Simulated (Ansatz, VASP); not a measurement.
# W3Au2: VASP beside Ansatz

```
W Au
1.0
     5.32774    0.00000    0.00000
    -2.66387    4.61396    0.00000
     0.00000    0.00000    5.18760
W Au
3 2
Direct
  0.50000 0.00000 0.00000
  0.00000 0.50000 0.00000
  0.50000 0.50000 0.00000
  0.00000 0.00000 0.50000
  0.00000 0.00000 0.00000
```

Alike in both runs: task relaxation of cell and atoms; functional PBE; k mesh 12 × 12 × 8; occupations gaussian, width 0.1 eV; no spin polarisation.

|  | VASP | Ansatz |
| --- | --- | --- |
| version | VASP 6.6.1 | Ansatz 0.2.0 |
| potentials or method | VASP PAW PBE potentials, release 64 (W_sv, Au), cutoff 600 eV | scalar-relativistic, plane waves, PAW |
| valence electrons in the cell | 64 | 80 |

```csv
,VASP,Ansatz,Ansatz less VASP
"gap on the k mesh at the Fermi level, each at its own relaxed structure (eV)",none,none,-
relaxed volume (Å³/atom),25.61,25.59,-0.018
relaxed length of the cell vector where the two differ most in proportion (Å),5.336,5.333,-0.0032
```

A gap of «none» marks a metal or a gap that the smearing closes. VASP's potentials hold 64 valence electrons a cell and Ansatz's 80, so a difference there can come from the potentials and not from the codes.

Spin-orbit coupling is off throughout.
